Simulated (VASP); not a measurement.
Here is a VASP 6.6.1 calculation.

Contents of INCAR:

```
SYSTEM = C
PREC = Accurate
ENCUT = 520
EDIFF = 1E-8
ISMEAR = -1
SIGMA = 0.15
LREAL = .False.
LASPH = .True.
NELM = 80
ALGO = Normal
ISIF = 2
LWAVE = .False.
LCHARG = .False.
GGA = PS
NBANDS = 11
IBRION = 8
NSW = 1
```

Contents of KPOINTS:

```
Automatic mesh
0
Gamma
  18 18 6
  0 0 0
```

POSCAR

```
C
1.0
    2.4588570146      0.0000000000      0.0000000000
   -1.2294285073      2.1294326389      0.0000000000
    0.0000000000      0.0000000000      8.6930350496
C
2
Direct
    0.3333333333      0.6666666667      0.0000000000
    0.6666666667      0.3333333333      0.0000000000
```

Potentials or basis: VASP PAW PBE potentials, release 64 (C).

Run with:

```console
$ cat potpaw_PBE.64/C/POTCAR > POTCAR
$ mpirun -np 1 vasp_std > vasp.out
```

Task: What does it give for the highest phonon frequency at Γ?

Result: 1570 cm⁻¹.

Phonon frequencies in cm⁻¹ (negative: imaginary):
```csv
q point,frequencies
"(0.000, 0.000, 0.000)",0 0 0 875 1570 1570
```

Caveat: there is no dipole correction, which matters where the two faces differ.
